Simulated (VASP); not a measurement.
# Mg in VASP: notebook, part 3 of 3

VASP 6.6.1. Earlier steps stand in the parts before.

## Step 6: Single point, PBEsol (strained)

Contents of INCAR:

```
SYSTEM = Mg
PREC = Accurate ; ENCUT = 520
EDIFF = 1E-6 ; ISMEAR = 0
SIGMA = 0.1 ; LREAL = .FALSE.
LASPH = .TRUE. ; NELM = 80
ALGO = Fast ; ISIF = 2
LWAVE = .FALSE. ; LCHARG = .FALSE.
GGA = PS ; NBANDS = 7
```

Contents of KPOINTS:

```
Automatic mesh
0
G
  16 16 16
  0 0 0
```

Contents of POSCAR:

```
Mg
1.0
   -1.7386289939      1.7386289939      1.7414915866
    1.7386289939     -1.7386289939      1.7414915866
    1.7386289939      1.7386289939     -1.7414915866
Mg
1
Direct
    0.0000000000      0.0000000000      0.0000000000
```

Potentials or basis: VASP PAW PBE potentials, release 64 (Mg).

Command:

```console
> cat potpaw_PBE.64/Mg/POTCAR > POTCAR
> mpirun -np 1 vasp_std > vasp.out
```

OUTCAR:

```text
SYSTEM = Mg
   PREC = Accurate
   ENCUT = 520
   EDIFF = 1E-6
   ISMEAR = 0
   LREAL = .FALSE.
   LASPH = .TRUE.
   NELM = 80
   ISIF = 2
   GGA = PS

 ion  position               nearest neighbor table
   1  0.000  0.000  0.000-

  LATTYP: Found a body centered tetragonal cell.
 ALAT       =     3.4772579878
 C/A-ratio  =     1.0016464655

  Lattice vectors:

 A1 = (  -1.7386289939,   1.7386289939,   1.7414915866)
 A2 = (   1.7386289939,  -1.7386289939,   1.7414915866)
 A3 = (   1.7386289939,   1.7386289939,  -1.7414915866)

Analysis of symmetry for initial positions (statically):
=====================================================================
 Subroutine PRICEL returns:
 Original cell was already a primitive cell.

 Routine SETGRP: Setting up the symmetry group for a
 body centered tetragonal supercell.

 Subroutine GETGRP returns: Found 16 space group operations
 (whereof 16 operations were pure point group operations)
 out of a pool of 16 trial point group operations.

The static configuration has the point symmetry D_4h.

Analysis of symmetry for dynamics (positions and initial velocities):
=====================================================================
 Subroutine PRICEL returns:
 Original cell was already a primitive cell.

 Routine SETGRP: Setting up the symmetry group for a
 body centered tetragonal supercell.

 Subroutine GETGRP returns: Found 16 space group operations
 (whereof 16 operations were pure point group operations)
 out of a pool of 16 trial point group operations.

The dynamic configuration has the point symmetry D_4h.

 Subroutine INISYM returns: Found 16 space group operations
 (whereof 16 operations are pure point group operations),
 and found     1 'primitive' translations

----------------------------------------------------------------------------------------

                                     Primitive cell

  volume of cell :      21.0569

  direct lattice vectors                    reciprocal lattice vectors
    -1.738628994  1.738628994  1.741491587     0.000000000  0.287582918  0.287110201
     1.738628994 -1.738628994  1.741491587     0.287582918  0.000000000  0.287110201
     1.738628994  1.738628994 -1.741491587     0.287582918  0.287582918  0.000000000

  length of vectors
     3.013047378  3.013047378  3.013047378     0.406369539  0.406369539  0.406703663

  position of ions in fractional coordinates (direct lattice)
     0.000000000  0.000000000  0.000000000

  ion indices of the primitive-cell ions
   primitive index   ion index
                 1           1

----------------------------------------------------------------------------------------

 KPOINTS: Automatic mesh

Automatic generation of k-mesh.
 Grid dimensions read from file:
 generate k-points for:   16   16   16

 Generating k-lattice:

  Cartesian coordinates                     Fractional coordinates (reciprocal lattice)
     0.000000000  0.017973932  0.017944388     0.062500000 -0.000000000  0.000000000
     0.017973932  0.000000000  0.017944388    -0.000000000  0.062500000  0.000000000
     0.017973932  0.017973932  0.000000000     0.000000000  0.000000000  0.062500000

  Length of vectors
     0.025398096  0.025398096  0.025418979

  Shift w.r.t. Gamma in fractional coordinates (k-lattice)
     0.000000000  0.000000000  0.000000000

 Subroutine IBZKPT returns following result:
 ===========================================

 Found    349 irreducible k-points:

 Following reciprocal coordinates:
            Coordinates               Weight
  0.000000  0.000000  0.000000      1.000000
  0.062500  0.000000 -0.000000      8.000000
  0.125000  0.000000 -0.000000      8.000000
  0.187500  0.000000  0.000000      8.000000
  0.250000  0.000000 -0.000000      8.000000
  0.312500  0.000000 -0.000000      8.000000
[... 16 lines left out ...]
 -0.125000  0.062500  0.000000     16.000000
 -0.062500  0.062500  0.000000      4.000000
 [... further k-points ...]
   k-points           NKPTS =    349   k-points in BZ     NKDIM =    349   number of bands    NBANDS=      7
   number of dos      NEDOS =    301   number of ions     NIONS =      1
   total plane-waves  NPLWV =  13824
   dimension x,y,z NGX =    24 NGY =   24 NGZ =   24
   dimension x,y,z NGXF=    48 NGYF=   48 NGZF=   48
   ions per type =               1
   NGX,Y,Z   is equivalent  to a cutoff of  13.24, 13.24, 13.24 a.u.
   NGXF,Y,Z  is equivalent  to a cutoff of  26.48, 26.48, 26.48 a.u.
 SYSTEM =  Mg
   PREC   = accura    normal or accurate (medium, high low for compatibility)
   ISTART =      0    job   : 0-new  1-cont  2-samecut
   ICHARG =      2    charge: 1-file 2-atom 10-const
   ISPIN  =      1    spin polarized calculation?
   LNONCOLLINEAR =      F non collinear calculations
   LSORBIT =      F    spin-orbit coupling
   LASPH  =      T    aspherical Exc in radial PAW
   ENCUT  =  520.0 eV  38.22 Ry    6.18 a.u.   5.60  5.60  5.60*2*pi/ulx,y,z
   NELM   =     80;   NELMIN=  2; NELMDL= -5     # of ELM steps
   EDIFF  = 0.1E-05   stopping-criterion for ELM
   LREAL  =      F    real-space projection
   EDIFFG = 0.1E-04   stopping-criterion for IOM
   NSW    =      0    number of steps for IOM
   IBRION =     -1    ionic relax: 0-MD 1-quasi-New 2-CG
   NFREE  =      0    steps in history (QN), initial steepest desc. (CG)
   ISIF   =      2    stress and relaxation
   ISYM   =      2    0-nonsym 1-usesym 2-fastsym
   POTIM  = 0.5000    time-step for ionic-motion
   TEBEG  =    0.0;   TEEND  =   0.0 temperature during run
   PSTRESS=    0.0 pullay stress
   NELECT =       2.0000    total number of electrons
   NUPDOWN=      -1.0000    fix difference up-down
   EMIN   =  10.00;   EMAX   =-10.00  energy-range for DOS
   EFERMI =   0.00;   METHOD = LEGACY
   ISMEAR =     0;   SIGMA  =   0.10  broadening in eV -4-tet -1-fermi 0-gaus
   EFERMI_NEDOS =   21; number of points for ismear=-14 and -15
   IALGO  =     68    algorithm
   IMIX   =      4    mixing-type and parameters
     AMIX     =   0.40;   BMIX     =  1.00
     AMIX_MAG =   1.60;   BMIX_MAG =  1.00
  volume/ion in A,a.u.               =      21.06       142.10
  Fermi-wavevector in a.u.,A,eV,Ry     =   0.746941  1.411514  7.590979  0.557921
  Thomas-Fermi vector in A             =   1.842880
   LORBIT       =      0    0 simple, 1 ext, 2 COOP (PROOUT), +10 PAW based schemes
   GGA     = PS    functional components
   LHFCALC =     F    Hartree Fock is set to
   AEXX    =    0.0000 exact exchange contribution
   IVDW    =     0    specifies the selected vdW correction
   LEPSILON=     F    determine dielectric tensor
   LRPA    =     F    only Hartree local field effects (RPA)
 non-spin polarized calculation
 RMM-DIIS sequential band-by-band and
 Gauss-broadening in eV      SIGMA  =   0.10
  energy-cutoff  :      520.00
  volume of cell :       21.06
 maximum number of plane-waves:       586
   NGX = 11   NGY = 11   NGZ = 11

 number of electron       2.0000000 magnetization

 Free energy of the ion-electron system (eV)
  ---------------------------------------------------
  ext. energy  EPLUGINS =         0.00000000
  ---------------------------------------------------
  free energy    TOTEN  =        -1.68478078 eV

  energy without entropy =       -1.68263318  energy(sigma->0) =       -1.68370698

 E-fermi :   3.0896     XC(G=0):  -8.8120

 val. band max:        3.0877478444   @ k =   0.4375   0.3750   0.0625
 cond. band min:       3.1276984262   @ k =   0.3125   0.2500   0.1250
 fundamental gap:      0.0399505818
 Fermi energy:         3.0895832850

 k-point     1 :       0.0000    0.0000    0.0000
  band No.  band energies     occupation
      1      -4.2500      2.00000
      2      16.6501      0.00000
      3      16.6501      0.00000
      4      16.6846      0.00000
      5      18.7609      0.00000
      6      18.7998      0.00000
      7      19.3628      0.00000

 k-point     2 :       0.0625    0.0000   -0.0000
  band No.  band energies     occupation
      1      -4.1526      2.00000
      2      15.5528      0.00000
      3      16.1647      0.00000
      4      16.2769      0.00000
      5      17.9111      0.00000
      6      17.9874      0.00000
      7      19.4764      0.00000
[... 201 lines left out ...]
 k-point    23 :      -0.1250    0.0625    0.0000
  band No.  band energies     occupation
      1      -3.9579      2.00000
      2      14.3839      0.00000
      3      14.7049      0.00000
      4      15.8102      0.00000
      5      17.3921      0.00000
      6      17.9183      0.00000
      7      19.6587      0.00000

 k-point    24 :      -0.0625    0.0625    0.0000
  band No.  band energies     occupation
      1      -4.1525      2.00000
      2      15.5853      0.00000
      3      16.1473      0.00000
      4      16.2553      0.00000
      5      17.8863      0.00000
      6      18.0081      0.00000
      7      19.4749      0.00000

 [... further k-points ...]
[... 5 lines left out ...]
  --------------------------------------------------------------------------------------
  -------------------------------------------------------------------------------------
  Total        0.3573390      0.3573390      0.3530570      0.0000000      0.0000000      0.0000000
  in kB       27.1891585     27.1891585     26.8633526      0.0000000      0.0000000      0.0000000
  external PRESSURE =      27.0805565 kB  Pullay stress =       0.0000000 kB

 VOLUME and BASIS-vectors are now :
 -----------------------------------------------------------------------------
  energy-cutoff  :      520.00
  volume of cell :       21.06
      direct lattice vectors                 reciprocal lattice vectors
    -1.738628994  1.738628994  1.741491587     0.000000000  0.287582918  0.287110201
     1.738628994 -1.738628994  1.741491587     0.287582918  0.000000000  0.287110201
     1.738628994  1.738628994 -1.741491587     0.287582918  0.287582918  0.000000000

 POSITION                                       TOTAL-FORCE (eV/Angst)
 -----------------------------------------------------------------------------------
      0.00000      0.00000      0.00000         0.000000     -0.000000      0.000000
 -----------------------------------------------------------------------------------
    total drift:                                0.000000      0.000000      0.000000

  FREE ENERGIE OF THE ION-ELECTRON SYSTEM (eV)
  ---------------------------------------------------
  free  energy   TOTEN  =        -1.6847807841 eV

  energy  without entropy=       -1.6826331765  energy(sigma->0) =       -1.68370698
```

stdout:

```text
POSCAR found type information on POSCAR Mg
 POSCAR found :  1 types and       1 ions
 scaLAPACK will be used
 -----------------------------------------------------------------------------
|                                                                             |
|                                                                             |
|     You enforced a specific xc type in the INCAR file but a different       |
|     I HOPE YOU KNOW WHAT YOU ARE DOING!                                     |
|                                                                             |
 -----------------------------------------------------------------------------

 LDA part: xc-table for (Slater+PW92), standard interpolation
 POSCAR, INCAR and KPOINTS ok, starting setup
 FFT: planning ... GRIDC
 FFT: planning ... GRID_SOFT
 FFT: planning ... GRID
 WAVECAR not read
 entering main loop
```

Run time: 10 s. Hardware: 1 thread of Intel Xeon 6975P-C (Granite Rapids), shared host; peak memory 0.17 GiB.

Results:

* Free energy: -1.6848 eV
* Pressure: 2.7 GPa
* Band gap on the k mesh: zero (bands 1 and 2 overlap by 4.92 eV)

Levels at points of the mesh, in eV from the Fermi level:
| k point | band 1 | band 2 | band 3 | band 4 | band 5 | band 6 |
| --- | --- | --- | --- | --- | --- | --- |
| (0.00, 0.00, 0.00) | -7.34 | 13.56 | 13.56 | 13.60 | 15.67 | 15.71 |
| (0.50, 0.00, 0.00) | -1.63 | -0.92 | 8.93 | 10.00 | 10.77 | 12.24 |
| (0.50, 0.50, 0.00) | -1.62 | -0.90 | 8.90 | 9.98 | 10.74 | 12.22 |
| (0.50, 0.50, 0.50) | 4.00 | 4.02 | 4.07 | 4.11 | 4.11 | 8.46 |

Caveat: the cell differs from its parent crystal (strained); the PAW data sets were made with another functional, which shifts forces and pressure a little.

## Step 7: The runs side by side

| cell | k mesh | gap on the mesh (eV) | pressure (GPa) |
| --- | --- | --- | --- |
| a = 2.462 Å, angles 109.5°, 1 atom | 20 × 20 × 20 | none | 92.3 |
| a = 2.744 Å, angles 108.7, 108.7, 111.0°, 1 atom | 18 × 18 × 18 | none | 25.4 |
| a = 2.867 Å, angles 108.8, 108.8, 110.8°, 1 atom | 18 × 18 × 18 | none | 12.1 |
| a = 2.599 Å, angles 109.5°, 1 atom | 20 × 20 × 20 | none | 51.0 |
| a = 3.013 Å, angles 109.5, 109.5, 109.4°, 1 atom | 16 × 16 × 16 | none | 2.7 |

Alike in all rows: task single point; level PBEsol; potentials or basis VASP PAW PBE potentials, release 64 (Mg); no spin polarisation; cutoff (eV) 520; smearing gaussian 0.1 eV.

Caveats: the PAW data sets were made with another functional, which shifts forces and pressure a little; the cell stands under pressure (at least some runs).

Total energies depend on the potentials used, so only differences within one code and one set of settings carry meaning.
